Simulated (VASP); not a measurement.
# HfN (I-4m2) in VASP: further runs

The runs below take HfN through single point, with r2SCAN.

Program: VASP 6.6.1. These are calculated values, not measurements. Logs are shortened: lines on timing, memory, paths and dates and some standing lists are left out, and cuts for length are marked.

## Step 1: The cell of the first run

It takes space group I-4m2 (No. 119, tetragonal). The conventional cell has a = 3.298 Å, b = 3.298 Å, c = 5.032 Å, α = 90.00°, β = 90.00°, γ = 90.00°. Within 2.7 Å of Hf (site symmetry -4m2) lie 4 N at 2.07 Å. N (site symmetry -4m2) has 4 Hf at 2.07 Å within 2.7 Å.

## Step 2: Single point, r2SCAN (strain -0.050 along x and y, +0.025 along z)

POSCAR reads:

```
HfN
1.0
    0.0000000000      2.3320809000      2.5161925500
    2.3320809000      0.0000000000      2.5161925500
    2.3320809000      2.3320809000      0.0000000000
Hf N
1 1
Direct
    0.0000000000      0.0000000000      0.0000000000
    0.7500000000      0.7500000000      0.7500000000
```

INCAR.step1 reads:

```
SYSTEM = HfN
ALGO     = Normal         ! electronic algorithm
EDIFF    = 1E-4           ! SCF threshold, eV
ENCUT    = 520            ! plane-wave cutoff, eV
GGA      = PE             ! functional
ISMEAR   = 0              ! smearing method
LASPH    = .True.         ! aspherical terms in the spheres
LCHARG   = .False.        ! write CHGCAR
LREAL    = .False.        ! projectors in reciprocal space
LWAVE    = .True.         ! write WAVECAR
NBANDS   = 14             ! bands
NELM     = 80             ! most SCF steps
PREC     = Accurate       ! precision mode
SIGMA    = 0.15           ! smearing width, eV
```

INCAR.step2 reads:

```
SYSTEM = HfN
ALGO     = Normal         ! electronic algorithm
EDIFF    = 1E-6           ! SCF threshold, eV
ENCUT    = 520            ! plane-wave cutoff, eV
ISIF     = 2              ! what is computed and relaxed
ISMEAR   = 0              ! smearing method
ISTART   = 1            
LASPH    = .True.         ! aspherical terms in the spheres
LCHARG   = .False.        ! write CHGCAR
LMIXTAU  = .True.       
LREAL    = .False.        ! projectors in reciprocal space
LWAVE    = .False.        ! write WAVECAR
METAGGA  = R2SCAN         ! meta-GGA
NBANDS   = 14             ! bands
NELM     = 80             ! most SCF steps
PREC     = Accurate       ! precision mode
SIGMA    = 0.15           ! smearing width, eV
```

KPOINTS reads:

```
k-points
0
Gamma
  16 16 16
  0 0 0
```

Potentials or basis: VASP PAW PBE potentials, release 64 (Hf_pv, N).

On the command line:

```sh
$ cat potpaw_PBE.64/Hf_pv/POTCAR potpaw_PBE.64/N/POTCAR > POTCAR
$ cp INCAR.step1 INCAR
$ mpirun -np 1 vasp_std > vasp.out
$ cp INCAR.step2 INCAR
$ mpirun -np 1 vasp_std > vasp.out
```

OUTCAR:

```text
SYSTEM = HfN
   EDIFF = 1E-6
   ENCUT = 520
   ISIF = 2
   ISMEAR = 0
   ISTART = 1
   LASPH = .True.
   LREAL = .False.
   METAGGA = R2SCAN
   NELM = 80
   PREC = Accurate

 ion  position               nearest neighbor table
   1  0.000  0.000  0.000-   2 2.07   2 2.07   2 2.07   2 2.07
   2  0.750  0.750  0.750-   1 2.07   1 2.07   1 2.07   1 2.07

  LATTYP: Found a body centered tetragonal cell.
 ALAT       =     3.2980604373
 C/A-ratio  =     1.5258620015

  Lattice vectors:

 A1 = (  -2.3320809000,   0.0000000000,   2.5161925500)
 A2 = (   2.3320809000,   0.0000000000,   2.5161925500)
 A3 = (   0.0000000000,   2.3320809000,  -2.5161925500)

Analysis of symmetry for initial positions (statically):
=====================================================================
 Subroutine PRICEL returns:
 Original cell was already a primitive cell.

 Routine SETGRP: Setting up the symmetry group for a
 body centered tetragonal supercell.

 Subroutine GETGRP returns: Found  8 space group operations
 (whereof  8 operations were pure point group operations)
 out of a pool of 16 trial point group operations.

The static configuration has the point symmetry D_2d.

Analysis of symmetry for dynamics (positions and initial velocities):
=====================================================================
 Subroutine PRICEL returns:
 Original cell was already a primitive cell.

 Routine SETGRP: Setting up the symmetry group for a
 body centered tetragonal supercell.

 Subroutine GETGRP returns: Found  8 space group operations
 (whereof  8 operations were pure point group operations)
 out of a pool of 16 trial point group operations.

The dynamic configuration has the point symmetry D_2d.

 Subroutine INISYM returns: Found  8 space group operations
 (whereof  8 operations are pure point group operations),
 and found     1 'primitive' translations

----------------------------------------------------------------------------------------

                                     Primitive cell

  volume of cell :      27.3691

  direct lattice vectors                    reciprocal lattice vectors
     0.000000000  2.332080900  2.516192550    -0.214400795  0.214400795  0.198712932
     2.332080900  0.000000000  2.516192550     0.214400795 -0.214400795  0.198712932
     2.332080900  2.332080900  0.000000000     0.214400795  0.214400795 -0.198712932

  length of vectors
     3.430718040  3.430718040  3.298060437     0.362522043  0.362522043  0.362522043

  position of ions in fractional coordinates (direct lattice)
     0.000000000  0.000000000  0.000000000
     0.750000000  0.750000000  0.750000000

  ion indices of the primitive-cell ions
   primitive index   ion index
                 1           1
                 2           2

----------------------------------------------------------------------------------------

 KPOINTS: k-points

Automatic generation of k-mesh.
 Grid dimensions read from file:
 generate k-points for:   16   16   16

 Generating k-lattice:

  Cartesian coordinates                     Fractional coordinates (reciprocal lattice)
    -0.013400050  0.013400050  0.012419558     0.062500000  0.000000000  0.000000000
     0.013400050 -0.013400050  0.012419558     0.000000000  0.062500000  0.000000000
     0.013400050  0.013400050 -0.012419558     0.000000000  0.000000000  0.062500000

  Length of vectors
     0.022657628  0.022657628  0.022657628

  Shift w.r.t. Gamma in fractional coordinates (k-lattice)
     0.000000000  0.000000000  0.000000000

 Subroutine IBZKPT returns following result:
 ===========================================

 Found    349 irreducible k-points:

 Following reciprocal coordinates:
            Coordinates               Weight
  0.000000  0.000000  0.000000      1.000000
  0.062500 -0.000000  0.000000      8.000000
  0.125000 -0.000000  0.000000      8.000000
  0.187500 -0.000000  0.000000      8.000000
  0.250000 -0.000000  0.000000      8.000000
  0.312500 -0.000000  0.000000      8.000000
[... 16 lines left out ...]
 -0.125000  0.062500  0.000000      8.000000
 -0.062500  0.062500  0.000000      4.000000
 [... further k-points ...]
   k-points           NKPTS =    349   k-points in BZ     NKDIM =    349   number of bands    NBANDS=     14
   number of dos      NEDOS =    301   number of ions     NIONS =      2
   total plane-waves  NPLWV =  21952
   dimension x,y,z NGX =    28 NGY =   28 NGZ =   28
   dimension x,y,z NGXF=    56 NGYF=   56 NGZF=   56
   ions per type =               1   1
   NGX,Y,Z   is equivalent  to a cutoff of  13.57, 13.57, 14.11 a.u.
   NGXF,Y,Z  is equivalent  to a cutoff of  27.14, 27.14, 28.23 a.u.
 SYSTEM =  HfN
   PREC   = accura    normal or accurate (medium, high low for compatibility)
   ISTART =      1    job   : 0-new  1-cont  2-samecut
   ICHARG =      0    charge: 1-file 2-atom 10-const
   ISPIN  =      1    spin polarized calculation?
   LNONCOLLINEAR =      F non collinear calculations
   LSORBIT =      F    spin-orbit coupling
   LASPH  =      T    aspherical Exc in radial PAW
   ENCUT  =  520.0 eV  38.22 Ry    6.18 a.u.   6.38  6.38  6.13*2*pi/ulx,y,z
   NELM   =     80;   NELMIN=  2; NELMDL=  0     # of ELM steps
   EDIFF  = 0.1E-05   stopping-criterion for ELM
   LREAL  =      F    real-space projection
   EDIFFG = 0.1E-04   stopping-criterion for IOM
   NSW    =      0    number of steps for IOM
   IBRION =     -1    ionic relax: 0-MD 1-quasi-New 2-CG
   NFREE  =      0    steps in history (QN), initial steepest desc. (CG)
   ISIF   =      2    stress and relaxation
   ISYM   =      2    0-nonsym 1-usesym 2-fastsym
   POTIM  = 0.5000    time-step for ionic-motion
   TEBEG  =    0.0;   TEEND  =   0.0 temperature during run
   PSTRESS=    0.0 pullay stress
   NELECT =      15.0000    total number of electrons
   NUPDOWN=      -1.0000    fix difference up-down
   EMIN   =  10.00;   EMAX   =-10.00  energy-range for DOS
   EFERMI =   0.00;   METHOD = LEGACY
   ISMEAR =     0;   SIGMA  =   0.15  broadening in eV -4-tet -1-fermi 0-gaus
   EFERMI_NEDOS =   21; number of points for ismear=-14 and -15
   IALGO  =     38    algorithm
   IMIX   =      4    mixing-type and parameters
     AMIX     =   0.40;   BMIX     =  1.00
     AMIX_MAG =   1.60;   BMIX_MAG =  1.00
  volume/ion in A,a.u.               =      13.68        92.35
  Fermi-wavevector in a.u.,A,eV,Ry     =   1.339733  2.531728 24.420882  1.794884
  Thomas-Fermi vector in A             =   2.468101
   LORBIT       =      0    0 simple, 1 ext, 2 COOP (PROOUT), +10 PAW based schemes
   METAGGA = R2SCAN    functional components
   LHFCALC =     F    Hartree Fock is set to
   AEXX    =    0.0000 exact exchange contribution
   IVDW    =     0    specifies the selected vdW correction
   LEPSILON=     F    determine dielectric tensor
   LRPA    =     F    only Hartree local field effects (RPA)
 non-spin polarized calculation
 Gauss-broadening in eV      SIGMA  =   0.15
  energy-cutoff  :      520.00
  volume of cell :       27.37
 maximum number of plane-waves:       753
 NGX is ok and might be reduce to    28
   NGX = 13   NGY = 13   NGZ = 13

 number of electron      15.0000000 magnetization

 Free energy of the ion-electron system (eV)
  ---------------------------------------------------
  ext. energy  EPLUGINS =         0.00000000
  ---------------------------------------------------
  free energy    TOTEN  =       -57.58614972 eV

  energy without entropy =      -57.57917256  energy(sigma->0) =      -57.58266114

 E-fermi :   6.4479     XC(G=0): -12.3624

 val. band max:        6.4424225762   @ k =   0.3750   0.0625   0.2500
 cond. band min:       6.4535901973   @ k =  -0.4375   0.2500   0.1250
 fundamental gap:      0.0111676211
 Fermi energy:         6.4479249726

 k-point     1 :       0.0000    0.0000    0.0000
  band No.  band energies     occupation
      1     -25.6730      2.00000
      2     -25.6730      2.00000
      3     -25.6707      2.00000
      4     -11.2350      2.00000
      5       0.0850      2.00000
      6       0.3348      2.00000
      7       0.3348      2.00000
      8       5.8738      2.00000
      9       8.5229      0.00000
     10       9.5848      0.00000
     11      12.8478      0.00000
     12      14.2817      0.00000
     13      14.2817      0.00000
     14      17.9767      0.00000

 k-point     2 :       0.0625   -0.0000    0.0000
  band No.  band energies     occupation
      1     -25.7001      2.00000
      2     -25.6754      2.00000
      3     -25.6753      2.00000
      4     -11.1789      2.00000
      5       0.0641      2.00000
      6       0.2931      2.00000
      7       0.3711      2.00000
      8       6.0992      1.99899
      9       8.4696      0.00000
     10       9.4796      0.00000
     11      12.9244      0.00000
     12      14.2161      0.00000
     13      14.3913      0.00000
     14      17.9768      0.00000

 k-point     3 :       0.1250   -0.0000    0.0000
  band No.  band energies     occupation
      1     -25.7773      2.00000
      2     -25.6877      2.00000
      3     -25.6819      2.00000
      4     -11.0225      2.00000
      5      -0.0814      2.00000
      6       0.3118      2.00000
      7       0.4731      2.00000
      8       6.6773      0.03059
      9       8.3733      0.00000
     10       9.2354      0.00000
     11      12.9976      0.00000
     12      14.1556      0.00000
     13      14.6060      0.00000
     14      17.9767      0.00000

 k-point     4 :       0.1875   -0.0000    0.0000
  band No.  band energies     occupation
      1     -25.8903      2.00000
      2     -25.7060      2.00000
      3     -25.6917      2.00000
      4     -10.7972      2.00000
      5      -0.2652      2.00000
      6       0.4127      2.00000
      7       0.6216      2.00000
      8       7.3649      0.00000
      9       8.3796      0.00000
     10       8.9909      0.00000
     11      12.8646      0.00000
     12      14.2439      0.00000
     13      14.6914      0.00000
     14      17.4881      0.00000

 k-point     5 :       0.2500   -0.0000    0.0000
  band No.  band energies     occupation
      1     -26.0199      2.00000
      2     -25.7274      2.00000
      3     -25.7032      2.00000
      4     -10.5472      2.00000
      5      -0.3522      2.00000
      6       0.5282      2.00000
      7       0.7880      2.00000
      8       7.8668      0.00000
      9       8.6112      0.00000
     10       8.8577      0.00000
     11      12.6405      0.00000
[... 276 lines left out ...]
 k-point    22 :      -0.1875    0.0625    0.0000
  band No.  band energies     occupation
      1     -25.9554      2.00000
      2     -25.7271      2.00000
      3     -25.6895      2.00000
      4     -10.6747      2.00000
      5      -0.3982      2.00000
      6       0.5210      2.00000
      7       0.6746      2.00000
      8       7.6933      0.00000
      9       8.5602      0.00000
     10       8.9392      0.00000
     11      12.8999      0.00000
     12      13.9103      0.00000
     13      14.9015      0.00000
     14      16.8928      0.00000

 k-point    23 :      -0.1250    0.0625    0.0000
  band No.  band energies     occupation
      1     -25.8382      2.00000
      2     -25.7040      2.00000
      3     -25.6805      2.00000
      4     -10.9080      2.00000
      5      -0.2254      2.00000
      6       0.3824      2.00000
      7       0.5230      2.00000
      8       7.0686      0.00000
      9       8.7549      0.00000
     10       8.8194      0.00000
     11      13.0531      0.00000
     12      13.8587      0.00000
     13      14.8837      0.00000
     14      17.9766      0.00000

 k-point    24 :      -0.0625    0.0625    0.0000
  band No.  band energies     occupation
      1     -25.7481      2.00000
      2     -25.6855      2.00000
      3     -25.6755      2.00000
      4     -11.0881      2.00000
      5       0.0092      2.00000
      6       0.2538      2.00000
      7       0.4150      2.00000
      8       6.4571      0.93107
      9       8.6408      0.00000
     10       9.1650      0.00000
     11      12.9830      0.00000
     12      14.0080      0.00000
     13      14.6512      0.00000
     14      17.9767      0.00000

 [... further k-points ...]
[... 5 lines left out ...]
  --------------------------------------------------------------------------------------
  -------------------------------------------------------------------------------------
  Total        3.1734072      3.1734072      0.7846608      0.0000000      0.0000000     -0.0000000
  in kB      185.7698784    185.7698784     45.9337022      0.0000000      0.0000000     -0.0000000
  external PRESSURE =     139.1578196 kB  Pullay stress =       0.0000000 kB

 VOLUME and BASIS-vectors are now :
 -----------------------------------------------------------------------------
  energy-cutoff  :      520.00
  volume of cell :       27.37
      direct lattice vectors                 reciprocal lattice vectors
     0.000000000  2.332080900  2.516192550    -0.214400795  0.214400795  0.198712932
     2.332080900  0.000000000  2.516192550     0.214400795 -0.214400795  0.198712932
     2.332080900  2.332080900  0.000000000     0.214400795  0.214400795 -0.198712932

 POSITION                                       TOTAL-FORCE (eV/Angst)
 -----------------------------------------------------------------------------------
      0.00000      0.00000      0.00000         0.000000      0.000000      0.000000
      3.49812      3.49812      3.77429        -0.000000     -0.000000     -0.000000
 -----------------------------------------------------------------------------------
    total drift:                               -0.000001     -0.000001     -0.000001

  FREE ENERGIE OF THE ION-ELECTRON SYSTEM (eV)
  ---------------------------------------------------
  free  energy   TOTEN  =       -57.5861497193 eV

  energy  without entropy=      -57.5791725637  energy(sigma->0) =      -57.58266114
```

Run time: 5.5 min. Hardware: 1 thread of AMD EPYC 9R45 (Zen 5), shared host; peak memory 0.25 GiB.

Results:

```
Free energy : -57.5861 eV
Pressure    : 13.9 GPa
```

Stress tensor (GPa, compression positive):
```
18.58  0.00  0.00
 0.00 18.58  0.00
 0.00  0.00  4.59
```

Caveat: the cell differs from its parent crystal (strain -0.050 along x and y, +0.025 along z); the PAW data sets were made with another functional, which shifts forces and pressure a little; spin-orbit coupling is left out, which moves the levels of the heavy elements.

## Step 3: Single point, r2SCAN (strain -0.050 along x and y, +0.050 along z)

POSCAR reads:

```
HfN
1.0
    0.0000000000      2.3320809000      2.5775631000
    2.3320809000      0.0000000000      2.5775631000
    2.3320809000      2.3320809000      0.0000000000
Hf N
1 1
Direct
    0.0000000000      0.0000000000      0.0000000000
    0.7500000000      0.7500000000      0.7500000000
```

INCAR.step1 reads:

```
PREC = Accurate ; ENCUT = 520
ISMEAR = 0 ; SIGMA = 0.15
LREAL = False ; LASPH = True
NELM = 80 ; NBANDS = 14
GGA = PE ; ALGO = Normal
EDIFF = 1E-4 ; LWAVE = True
LCHARG = False
```

INCAR.step2 reads:

```
PREC = Accurate ; ENCUT = 520
EDIFF = 1E-6 ; ISMEAR = 0
SIGMA = 0.15 ; LREAL = False
LASPH = True ; NELM = 80
ALGO = Normal ; ISIF = 2
LWAVE = False ; LCHARG = False
METAGGA = R2SCAN ; LMIXTAU = True
NBANDS = 14 ; ISTART = 1
```

KPOINTS reads:

```
Automatic mesh
0
Gamma
  16 16 16
```

Potentials or basis: VASP PAW PBE potentials, release 64 (Hf_pv, N).

On the command line:

```sh
$ cat potpaw_PBE.64/Hf_pv/POTCAR potpaw_PBE.64/N/POTCAR > POTCAR
$ cp INCAR.step1 INCAR
$ mpirun -np 1 vasp_std > vasp.out
$ cp INCAR.step2 INCAR
$ mpirun -np 1 vasp_std > vasp.out
```

It took 6.2 min on 1 thread of AMD EPYC 9R45 (Zen 5), shared host; peak memory 0.25 GiB.

The run converged. Its results:

* Free energy: -57.5857 eV
* Pressure: 7.6 GPa

Stress tensor (GPa, compression positive):
```
13.85  0.00  0.00
 0.00 13.85  0.00
 0.00  0.00 -5.00
```

Levels at points of the mesh, in eV from the Fermi level:
| k point | band 5 | band 6 | band 7 | band 8 | band 9 | band 10 | band 11 | band 12 |
| --- | --- | --- | --- | --- | --- | --- | --- | --- |
| (0.00, 0.00, 0.00) | -6.27 | -5.93 | -5.93 | -0.68 | 1.89 | 3.21 | 5.93 | 7.76 |
| (0.50, 0.00, 0.00) | -6.26 | -5.71 | -5.11 | 1.49 | 2.99 | 3.35 | 4.54 | 5.78 |
| (0.50, 0.50, 0.00) | -7.65 | -3.81 | -3.81 | -1.77 | 2.29 | 4.63 | 5.00 | 5.00 |
| (0.50, 0.00, 0.50) | -7.45 | -4.34 | -4.00 | -1.09 | 2.23 | 4.95 | 4.99 | 5.33 |

Caveat: the cell differs from its parent crystal (strain -0.050 along x and y, +0.050 along z); the PAW data sets were made with another functional, which shifts forces and pressure a little; spin-orbit coupling is left out, which moves the levels of the heavy elements.
